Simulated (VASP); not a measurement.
# NbAl2N3 (Fmmm) in VASP: single point with PBE

Aim: the single point of NbAl2N3 with PBE.

Everything below comes from runs of VASP 6.6.1. Logs are shortened: lines on timing, memory, paths and dates and some standing lists are left out, and cuts for length are marked.

## 1. The cell of the first run

It takes space group Fmmm (No. 69, orthorhombic). Conventional cell: a = 5.189 Å, b = 7.715 Å, c = 7.949 Å, α = 90.00°, β = 90.00°, γ = 90.00°. Within 2.6 Å of Al (site symmetry 2/m) lie 2 N at 1.93 Å and 2 Al at 2.59 Å. Nb (site symmetry mmm) has 4 N at 1.95 to 2.59 Å within 2.6 Å. N (site symmetry mm2) has 2 Al at 1.93 Å and 1 Nb at 1.95 Å and 3 N at 2.02 to 2.60 Å within 2.6 Å. Within 2.7 Å of N (site symmetry mmm) lie 2 N at 2.02 Å and 2 Nb at 2.59 Å.

## 2. Single point, PBE

Input file INCAR:

```
SYSTEM = NbAl2N3
ALGO     = Normal         ! electronic algorithm
EDIFF    = 1E-6           ! SCF threshold, eV
ENCUT    = 600            ! plane-wave cutoff, eV
GGA      = PE             ! functional
GGA_COMPAT= .FALSE.      
ISIF     = 2              ! what is computed and relaxed
ISMEAR   = 0              ! smearing method
LASPH    = .TRUE.         ! aspherical terms in the spheres
LCHARG   = .FALSE.        ! write CHGCAR
LREAL    = .FALSE.        ! projectors in reciprocal space
LWAVE    = .FALSE.        ! write WAVECAR
NBANDS   = 26             ! bands
NELM     = 120            ! most SCF steps
PREC     = Accurate       ! precision mode
SIGMA    = 0.15           ! smearing width, eV
```

Input file KPOINTS:

```
k-points
0
G
  3 3 3
  0 0 0
```

Input file POSCAR:

```
NbAl2N3
1.0
    0.0000000000      3.9742665927      3.8575575445
    2.5945762641      0.0000000000      3.8575575445
    2.5945762641      3.9742665927      0.0000000000
Al Nb N
2 1 3
Direct
    0.5000000000      0.0000000000      0.0000000000
    0.0000000000      0.5000000000      0.5000000000
    0.5000000000      0.5000000000      0.5000000000
    0.2544505813      0.7455494187      0.2544505813
    0.7455494187      0.2544505813      0.7455494187
    0.0000000000      0.0000000000      0.0000000000
```

Potentials or basis: VASP PAW PBE potentials, release 64 (Al, Nb_sv, N).

Run with:

```sh
$ cat potpaw_PBE.64/Al/POTCAR potpaw_PBE.64/Nb_sv/POTCAR potpaw_PBE.64/N/POTCAR > POTCAR
$ mpirun -np 1 vasp_std > vasp.out
```

OUTCAR:

```text
SYSTEM = NbAl2N3
   EDIFF = 1E-6
   ENCUT = 600
   GGA = PE
   ISIF = 2
   ISMEAR = 0
   LASPH = .TRUE.
   LREAL = .FALSE.
   NELM = 120
   PREC = Accurate

 ion  position               nearest neighbor table
   1  0.500  0.000  0.000-   4 1.93   5 1.93   2 2.59   2 2.59   3 2.77   3 2.77
   2  0.000  0.500  0.500-   4 1.93   5 1.93   1 2.59   1 2.59   3 2.77   3 2.77
   3  0.500  0.500  0.500-   4 1.95   5 1.95   2 2.77   1 2.77   1 2.77   2 2.77
   4  0.254  0.746  0.254-   1 1.93   2 1.93   3 1.95
   5  0.746  0.254  0.746-   1 1.93   2 1.93   3 1.95
   6  0.000  0.000  0.000-

  LATTYP: Found a face centered orthorhombic cell.
 ALAT       =     5.1891525282
 B/A-ratio  =     1.4867774742
 C/A-ratio  =     1.5317594043

  Lattice vectors:

 A1 = (   0.0000000000,   3.9742665927,  -3.8575575445)
 A2 = (   2.5945762641,   3.9742665927,   0.0000000000)
 A3 = (   2.5945762641,   0.0000000000,  -3.8575575445)

Analysis of symmetry for initial positions (statically):
=====================================================================
 Subroutine PRICEL returns:
 Original cell was already a primitive cell.

 Routine SETGRP: Setting up the symmetry group for a
 face centered orthorhombic supercell.

 Subroutine GETGRP returns: Found  8 space group operations
 (whereof  8 operations were pure point group operations)
 out of a pool of  8 trial point group operations.

The static configuration has the point symmetry D_2h.

Analysis of symmetry for dynamics (positions and initial velocities):
=====================================================================
 Subroutine PRICEL returns:
 Original cell was already a primitive cell.

 Routine SETGRP: Setting up the symmetry group for a
 face centered orthorhombic supercell.

 Subroutine GETGRP returns: Found  8 space group operations
 (whereof  8 operations were pure point group operations)
 out of a pool of  8 trial point group operations.

The dynamic configuration has the point symmetry D_2h.

 Subroutine INISYM returns: Found  8 space group operations
 (whereof  8 operations are pure point group operations),
 and found     1 'primitive' translations

----------------------------------------------------------------------------------------

                                     Primitive cell

  volume of cell :      79.5547

  direct lattice vectors                    reciprocal lattice vectors
     0.000000000  3.974266593  3.857557545    -0.192709695  0.125809376  0.129615694
[... 81 lines left out ...]
   IBRION =     -1    ionic relax: 0-MD 1-quasi-New 2-CG
   NFREE  =      0    steps in history (QN), initial steepest desc. (CG)
   ISIF   =      2    stress and relaxation
   ISYM   =      2    0-nonsym 1-usesym 2-fastsym
   POTIM  = 0.5000    time-step for ionic-motion
   TEBEG  =    0.0;   TEEND  =   0.0 temperature during run
   PSTRESS=    0.0 pullay stress
   NELECT =      34.0000    total number of electrons
   NUPDOWN=      -1.0000    fix difference up-down
   EMIN   =  10.00;   EMAX   =-10.00  energy-range for DOS
   EFERMI =   0.00;   METHOD = LEGACY
   ISMEAR =     0;   SIGMA  =   0.15  broadening in eV -4-tet -1-fermi 0-gaus
   EFERMI_NEDOS =   21; number of points for ismear=-14 and -15
   IALGO  =     38    algorithm
   IMIX   =      4    mixing-type and parameters
     AMIX     =   0.40;   BMIX     =  1.00
     AMIX_MAG =   1.60;   BMIX_MAG =  1.00
  volume/ion in A,a.u.               =      13.26        89.48
  Fermi-wavevector in a.u.,A,eV,Ry     =   1.233140  2.330297 20.689498  1.520635
  Thomas-Fermi vector in A             =   2.367883
   LORBIT       =      0    0 simple, 1 ext, 2 COOP (PROOUT), +10 PAW based schemes
   GGA     = PE    functional components
   LHFCALC =     F    Hartree Fock is set to
   AEXX    =    0.0000 exact exchange contribution
   IVDW    =     0    specifies the selected vdW correction
   LEPSILON=     F    determine dielectric tensor
   LRPA    =     F    only Hartree local field effects (RPA)
 non-spin polarized calculation
 Gauss-broadening in eV      SIGMA  =   0.15
  energy-cutoff  :      600.00
  volume of cell :       79.55
 maximum number of plane-waves:      2659
 NGX is ok and might be reduce to    48
   NGX = 23   NGY = 19   NGZ = 19

 number of electron      34.0000000 magnetization

 Free energy of the ion-electron system (eV)
  ---------------------------------------------------
  ext. energy  EPLUGINS =         0.00000000
  ---------------------------------------------------
  free energy    TOTEN  =       -37.29908471 eV

  energy without entropy =      -37.28408105  energy(sigma->0) =      -37.29158288

 E-fermi :   7.0677     XC(G=0): -10.8125

 val. band max:        7.0269400162   @ k =   0.3333   0.3333   0.0000
 cond. band min:       7.1743888038   @ k =  -0.3333   0.3333   0.3333
 fundamental gap:      0.1474487877
 Fermi energy:         7.0677149750

 k-point     1 :       0.0000    0.0000    0.0000
  band No.  band energies     occupation
      1     -48.6738      2.00000
      2     -25.0576      2.00000
      3     -24.7645      2.00000
      4     -24.6188      2.00000
      5      -9.6045      2.00000
      6      -6.5755      2.00000
[... 221 lines left out ...]
     25      12.2817      0.00000
     26      13.7361      0.00000

------------------------ aborting loop because EDIFF is reached ----------------------------------------

  FORCE on cell =-STRESS in cart. coord.  units (eV):
  Direction    XX          YY          ZZ          XY          YZ          ZX
  --------------------------------------------------------------------------------------
  -------------------------------------------------------------------------------------
  Total        0.2698508      0.0411196     -0.1745838      0.0000000      0.0000000      0.0000000
  in kB        5.4346108      0.8281206     -3.5159987      0.0000000      0.0000000      0.0000000
  external PRESSURE =       0.9155776 kB  Pullay stress =       0.0000000 kB

 VOLUME and BASIS-vectors are now :
 -----------------------------------------------------------------------------
  energy-cutoff  :      600.00
  volume of cell :       79.55
      direct lattice vectors                 reciprocal lattice vectors
     0.000000000  3.974266593  3.857557545    -0.192709695  0.125809376  0.129615694
     2.594576264  0.000000000  3.857557545     0.192709695 -0.125809376  0.129615694
     2.594576264  3.974266593  0.000000000     0.192709695  0.125809376 -0.129615694

 POSITION                                       TOTAL-FORCE (eV/Angst)
 -----------------------------------------------------------------------------------
      0.00000      1.98713      1.92878         0.000000      0.000000     -0.000000
      2.59458      1.98713      1.92878         0.000000      0.000000      0.000000
      2.59458      3.97427      3.85756         0.000000      0.000000     -0.000000
      2.59458      2.02251      3.85756         0.000000     -0.006246     -0.000000
      2.59458      5.92602      3.85756         0.000000      0.006246     -0.000000
      0.00000      0.00000      0.00000         0.000000      0.000000     -0.000000
 -----------------------------------------------------------------------------------
    total drift:                               -0.000000     -0.000000     -0.000000

  FREE ENERGIE OF THE ION-ELECTRON SYSTEM (eV)
  ---------------------------------------------------
  free  energy   TOTEN  =       -37.2990847099 eV

  energy  without entropy=      -37.2840810496  energy(sigma->0) =      -37.29158288
```

OSZICAR:

```text
N       E                     dE             d eps       ncg     rms          rms(c)
DAV:   1     0.252369950665E+03    0.25237E+03   -0.18086E+04   416   0.138E+03
DAV:   2    -0.206037221231E+02   -0.27297E+03   -0.25515E+03   508   0.389E+02
DAV:   3    -0.442541760290E+02   -0.23650E+02   -0.23013E+02   704   0.985E+01
DAV:   4    -0.454245254221E+02   -0.11703E+01   -0.11621E+01   592   0.208E+01
DAV:   5    -0.454515612711E+02   -0.27036E-01   -0.27025E-01   610   0.264E+00    0.175E+01
DAV:   6    -0.409997228503E+02    0.44518E+01   -0.52536E+01   606   0.439E+01    0.142E+01
DAV:   7    -0.376401951236E+02    0.33595E+01   -0.18062E+01   640   0.323E+01    0.537E+00
DAV:   8    -0.373760639557E+02    0.26413E+00   -0.12088E+00   500   0.740E+00    0.315E+00
DAV:   9    -0.373244228939E+02    0.51641E-01   -0.65029E-01   696   0.464E+00    0.153E+00
DAV:  10    -0.373088013969E+02    0.15621E-01   -0.76363E-02   566   0.186E+00    0.881E-01
DAV:  11    -0.372992261390E+02    0.95753E-02   -0.49945E-02   608   0.135E+00    0.320E-01
DAV:  12    -0.372992529555E+02   -0.26817E-04   -0.65414E-03   504   0.514E-01    0.133E-01
DAV:  13    -0.372992116371E+02    0.41318E-04   -0.22534E-03   536   0.284E-01    0.864E-02
DAV:  14    -0.372990843632E+02    0.12727E-03   -0.49720E-04   584   0.130E-01    0.262E-02
DAV:  15    -0.372990846946E+02   -0.33138E-06   -0.27470E-05   442   0.324E-02    0.132E-02
DAV:  16    -0.372990847099E+02   -0.15248E-07   -0.57534E-06   596   0.187E-02
   1 F= -.37299085E+02 E0= -.37291583E+02  d E =-.150037E-01
```

Run time: 16 s. Hardware: 1 thread of Intel Xeon 6975P-C (Granite Rapids), shared host; peak memory 0.26 GiB.

What came out:

```yaml
Free_energy: -37.2991 eV
Pressure: 0.1 GPa
Largest_force: 0.006 eV/Å
Band_gap_on_the_k_mesh: zero (band 17 reaches 7.73 eV, above the bottom of band 18 at 6.06 eV)
```

Forces on the atoms (eV/Å):
```
Al   0.000  0.000  0.000
Al   0.000  0.000  0.000
Nb   0.000  0.000  0.000
N    0.000 -0.006  0.000
N    0.000  0.006  0.000
N    0.000  0.000  0.000
```

Caveat: the k points lie up to 0.55 Å⁻¹ apart.
